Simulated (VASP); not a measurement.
Input of a VASP 6.6.1 run:

The input INCAR:

```
SYSTEM = MoS2
PREC = Accurate
ENCUT = 500
EDIFF = 1E-6
ISMEAR = 0
SIGMA = 0.05
LREAL = .False.
LASPH = .True.
NELM = 120
ALGO = Normal
ISIF = 2
LWAVE = .False.
LCHARG = .False.
GGA = PE
IVDW = 12
NBANDS = 20
GGA_COMPAT = .False.
```

KPOINTS

```
regular mesh
0
Gamma
  12 12 4
  0 0 0
```

File POSCAR:

```
MoS2
1.0
    3.1494351579      0.0000000000      0.0000000000
   -1.5747175790      2.7274908543      0.0000000000
    0.0000000000      0.0000000000      6.6448340996
Mo S
1 2
Direct
    0.0000000000      0.0000000000      0.0000000000
    0.3333333333      0.6666666667      0.1981708616
    0.3333333333      0.6666666667      0.8018291384
```

Potentials or basis: VASP PAW PBE potentials, release 64 (Mo_sv, S).

The run is started by

```bash
$ cat potpaw_PBE.64/Mo_sv/POTCAR potpaw_PBE.64/S/POTCAR > POTCAR
$ mpirun -np 1 vasp_std > vasp.out
```

Task: Predict the dispersion energy per atom.

Result: -0.402 eV.

Task: What does it give for the largest force?

Result: 6.499 eV/Å.

Stress tensor (GPa, compression positive):
```
21.73  0.00  0.00
 0.00 21.73  0.00
 0.00  0.00 45.99
```

Caveat: forces of over 1 eV/Å act on the atoms, so gaps and moduli don't describe the material at rest.
